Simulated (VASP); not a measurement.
**Ta: single point with PBE**

The system is Ta.

```
Ta
1.0
    -1.63460    1.63460    1.63460
     1.63460   -1.63460    1.63460
     1.63460    1.63460   -1.63460
Ta
1
Direct
  0.00000 0.00000 0.00000
```

This cell differs from its parent crystal: volume scaled by 0.97.

```
Program             : VASP 6.6.1
Task                : single point
Functional          : PBE
Potentials or basis : VASP PAW PBE potentials, release 64 (Ta_pv)
Cutoff              : 520 eV
k mesh              : 17 × 17 × 17
Occupations         : fermi-dirac, width 0.08 eV
Spin                : no spin polarisation
```

The pressure is 10.0 GPa.

Levels at points of the mesh, in eV from the Fermi level:
```csv
k point,band 4,band 5,band 6,band 7,band 8,band 9
"(0.00, 0.00, 0.00)",-8.03,0.74,0.74,0.74,4.12,4.12
```

Wall time 67 s on 1 thread of AMD EPYC 7R13, with other jobs on the host, peak memory 0.13 GiB.

Caveat: spin-orbit coupling is left out, which moves the levels of the heavy elements.
